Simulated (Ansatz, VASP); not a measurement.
One calculation of Nb, two programs

The input INCAR:

```
SYSTEM = Nb
  ALGO = Normal
  EDIFF = 1E-6
  EDIFFG = -0.01
  ENCUT = 600
  GGA = PE
  IBRION = 2
  ISIF = 3
  ISMEAR = 0
  LASPH = .True.
  LCHARG = .False.
  LREAL = .False.
  LWAVE = .False.
  NELM = 100
  NSW = 80
  PREC = Accurate
  SIGMA = 0.05
```

The input KPOINTS:

```
k-points
0
Gamma
  14 14 14
  0 0 0
```

File POSCAR:

```
Nb
1.0
   -1.6550000000      1.6550000000      1.6550000000
    1.6550000000     -1.6550000000      1.6550000000
    1.6550000000      1.6550000000     -1.6550000000
Nb
1
Direct
    0.0000000000      0.0000000000      0.0000000000
```

Input for Ansatz:

```yaml
crystal:
  lattice:
    - [-1.655, 1.655, 1.655]
    - [1.655, -1.655, 1.655]
    - [1.655, 1.655, -1.655]
  atoms:
    - { symbol: Nb, position: [0.0, 0.0, 0.0] }
scf:
  occupations: { method: gaussian, width: 0.05 }
output:
  forces: true
  stress: true
  eigenvalues: true
  write_density: true
  write_potential: true
  elf: true
  volumetric_format: npy
kpoints:
  mp_grid: { grid: [14, 14, 14] }
relax:
  f_tol: 0.01
  cell: { stress_tol: 0.1 }
hamiltonian:
  pseudopotentials: { kind: paw, azcp: { folder: soft_1 } }
```

Alike in both runs: task relaxation of cell and atoms; functional PBE; k mesh 14 × 14 × 14; occupations gaussian, width 0.05 eV; no spin polarisation.

|  | VASP | Ansatz |
| --- | --- | --- |
| version | VASP 6.6.1 | Ansatz 0.2.0 |
| potentials or method | VASP PAW PBE potentials, release 64 (Nb_sv) | scalar-relativistic, plane waves, PAW |
| plane-wave cutoff (eV) | 600 | 420 |
| valence electrons in the cell | 13 | 13 |

Ansatz gave:

| Quantity | Value |
| --- | --- |
| gap on the k mesh at the Fermi level, each at its own relaxed structure (eV) | none |
| relaxed volume (Å³/atom) | 18.16 |
| relaxed cell length with the largest relative difference (Å) | 2.868 |

Q: What did VASP give for the same quantities?

A: gap on the k mesh at the Fermi level, each at its own relaxed structure (eV): none; relaxed volume (Å³/atom): 18.13; relaxed cell length with the largest relative difference (Å): 2.867.

A gap of «none» marks a metal or a gap that the smearing closes.

Noted on VASP's run: the relaxation stopped at its first step, so nothing moved.
